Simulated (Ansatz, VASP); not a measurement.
# InSb: VASP beside Ansatz

```
CELL_PARAMETERS angstrom
5.92458 0.00000 0.00000
0.00000 5.95100 0.00000
0.00000 0.00000 3.22803
ATOMIC_POSITIONS crystal
In 0.00000 0.00000 0.01118
In 0.50000 0.50000 0.98882
Sb 0.00000 0.50000 0.26042
Sb 0.50000 0.00000 0.73958
```

Alike in both runs: task single point; functional r2SCAN; k mesh 8 × 8 × 14; occupations gaussian, width 0.1 eV; no spin polarisation.

|  | VASP | Ansatz |
| --- | --- | --- |
| version | VASP 6.6.1 | Ansatz 0.2.0 |
| potentials or method | VASP PAW PBE potentials, release 64 (In_d, Sb), cutoff 520 eV | scalar-relativistic, plane waves, PAW |
| valence electrons in the cell | 36 | 56 |

|  | VASP | Ansatz | Ansatz less VASP |
| --- | --- | --- | --- |
| gap on the k mesh at the Fermi level (eV) | none | none | - |
| pressure (GPa) | -1.3 | -1.3 | -0.01 |
| traceless stress, the component that is largest in VASP (GPa) | 0.13 | 0.16 | +0.024 |
| rms of the force components (eV/Å) | 0.062 | 0.062 | +0.0003 |

VASP's potentials were made for PBE, not for r2SCAN. Atom by atom the forces differ by 0.000 eV/Å (rms over components). A gap of «none» marks a metal or a gap that the smearing closes. VASP's potentials hold 36 valence electrons a cell and Ansatz's 56, so a difference there can come from the potentials and not from the codes.

Spin-orbit coupling is off throughout.
